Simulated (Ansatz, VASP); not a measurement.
WSe2 in VASP and in Ansatz

File INCAR:

```
SYSTEM = WSe2
PREC = Accurate
ENCUT = 520
EDIFF = 1E-7
ISMEAR = 0
SIGMA = 0.05
LREAL = .FALSE.
LASPH = .TRUE.
NELM = 80
ALGO = Normal
ISIF = 2
LWAVE = .FALSE.
LCHARG = .TRUE.
GGA = PS
LELF = .TRUE.
LVHAR = .TRUE.
NBANDS = 49
```

File KPOINTS:

```
regular mesh
0
G
  12 12 1
  0 0 0
```

Contents of POSCAR:

```
WSe2
1.0
    3.2709028599      0.0000000000      0.0000000000
   -1.6354514299      2.8326849700      0.0000000000
    0.0000000000      0.0000000000     29.1847504091
W Se
3 6
Direct
    0.6666666667      0.3333333333      0.0102793410
    0.3333333333      0.6666666667      0.7683243831
    0.3333333333      0.6666666667      0.2213960679
    0.3333333333      0.6666666667      0.0676177497
    0.6666666667      0.3333333333      0.8257750610
    0.6666666667      0.3333333333      0.2786508654
    0.3333333333      0.6666666667      0.9528798087
    0.6666666667      0.3333333333      0.7109825484
    0.6666666667      0.3333333333      0.1640944510
```

Input for Ansatz:

```yaml
crystal:
  lattice:
    - [3.2709028599, 0.0, 0.0]
    - [-1.6354514299, 2.83268497, 0.0]
    - [0.0, 0.0, 29.1847504091]
  atoms:
    - { symbol: W, position: [0.6666666667, 0.3333333333, 0.010279341] }
    - { symbol: W, position: [0.3333333333, 0.6666666667, 0.7683243831] }
    - { symbol: W, position: [0.3333333333, 0.6666666667, 0.2213960679] }
    - { symbol: Se, position: [0.3333333333, 0.6666666667, 0.0676177497] }
    - { symbol: Se, position: [0.6666666667, 0.3333333333, 0.825775061] }
    - { symbol: Se, position: [0.6666666667, 0.3333333333, 0.2786508654] }
    - { symbol: Se, position: [0.3333333333, 0.6666666667, 0.9528798087] }
    - { symbol: Se, position: [0.6666666667, 0.3333333333, 0.7109825484] }
    - { symbol: Se, position: [0.6666666667, 0.3333333333, 0.164094451] }
basis:
  ecutwfc: 420
kpoints:
  mp_grid: { grid: [12, 12, 1] }
hamiltonian:
  xc: pbesol
scf:
  occupations: { method: gaussian, width: 0.05 }
output:
  forces: true
  stress: true
  eigenvalues: true
```

Change from the starting cell: mode 9 (23.2 1/cm) frozen in, largest displacement +0.300 Å.

Alike in both runs: task single point; functional PBEsol; k mesh 12 × 12 × 1; occupations gaussian, width 0.05 eV; no spin polarisation.

```csv
,VASP,Ansatz
version,VASP 6.6.1,Ansatz 0.2.0
potentials or method,"VASP PAW PBE potentials, release 64 (W_sv, Se), cutoff 520 eV","scalar-relativistic, plane waves, PAW"
valence electrons in the cell,78,138
```

VASP gave:

| Item | Value |
| --- | --- |
| gap on the k mesh at the Fermi level (eV) | 1.00 |
| least direct gap on the mesh (eV) | 1.60 |
| rms of the force components (eV/Å) | 0.048 |

Task: Estimate Ansatz's values.

Result: gap on the k mesh at the Fermi level (eV): 1.01; least direct gap on the mesh (eV): 1.60; rms of the force components (eV/Å): 0.054.

VASP's potentials were made for PBE, not for PBEsol. Atom by atom the forces differ by 0.029 eV/Å (rms over components). VASP's potentials hold 78 valence electrons a cell and Ansatz's 138, so a difference there can come from the potentials and not from the codes.

Neither program's run includes spin-orbit coupling.
